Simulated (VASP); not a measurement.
A run of VASP 6.6.1 is set up as follows.

INCAR

```
SYSTEM = ZrGa2S2
ALGO     = Normal         ! electronic algorithm
EDIFF    = 1E-6           ! SCF threshold, eV
EDIFFG   = -0.04          ! ionic threshold
ENCUT    = 600            ! plane-wave cutoff, eV
GGA      = PE             ! functional
IBRION   = 2              ! ionic algorithm
ISIF     = 3              ! what is computed and relaxed
ISMEAR   = 0              ! smearing method
LASPH    = .True.         ! aspherical terms in the spheres
LCHARG   = .False.        ! write CHGCAR
LREAL    = .False.        ! projectors in reciprocal space
LWAVE    = .False.        ! write WAVECAR
NELM     = 100            ! most SCF steps
NSW      = 90             ! ionic steps
PREC     = Accurate       ! precision mode
SIGMA    = 0.1            ! smearing width, eV
```

File KPOINTS:

```
k-points
0
Gamma
  4 4 4
  0 0 0
```

POSCAR

```
ZrGa2S2
1.0
    4.4687096100      0.0000000000      0.0000000000
    0.0000000000      4.4687096100      0.0000000000
    0.0000000000      0.0000000000      5.8065813800
Zr Ga S
1 2 2
Direct
    0.0000000000      0.0000000000      0.0000000000
    0.5000000000      0.5000000000      0.2131151800
    0.5000000000      0.5000000000      0.7868848200
    0.5000000000      0.0000000000      0.0000000000
    0.0000000000      0.5000000000      0.0000000000
```

Potentials or basis: VASP PAW PBE potentials, release 64 (Zr_sv, Ga_d, S).

Launch:

```bash
$ cat potpaw_PBE.64/Zr_sv/POTCAR potpaw_PBE.64/Ga_d/POTCAR potpaw_PBE.64/S/POTCAR > POTCAR
$ mpirun -np 1 vasp_std > vasp.out
```

**Question.** What does it give for the relaxed volume?

**Answer.** 27.74 Å³/atom.

**Question.** Predict the band gap on the k mesh.

**Answer.** Zero (bands 25 and 26 overlap by 1.40 eV).

**Question.** Estimate the relaxed cell.

**Answer.** a = 5.066 Å, b = 5.066 Å, c = 5.404 Å, α = 90.00°, β = 90.00°, γ = 90.00°.

Final structure:
```yaml
crystal:
  lattice:
    - [5.06627, 0.00000, 0.00000]
    - [0.00000, 5.06627, 0.00000]
    - [0.00000, 0.00000, 5.40405]
  atoms:
    - { symbol: Zr, position: [0.00000, 0.00000, 0.00000] }
    - { symbol: Ga, position: [0.50000, 0.50000, 0.25103] }
    - { symbol: Ga, position: [0.50000, 0.50000, 0.74897] }
    - { symbol: S, position: [0.50000, 0.00000, 0.00000] }
    - { symbol: S, position: [0.00000, 0.50000, 0.00000] }
```

Caveat: the volume moved by over 15 % at a fixed basis, so the end points are rough.
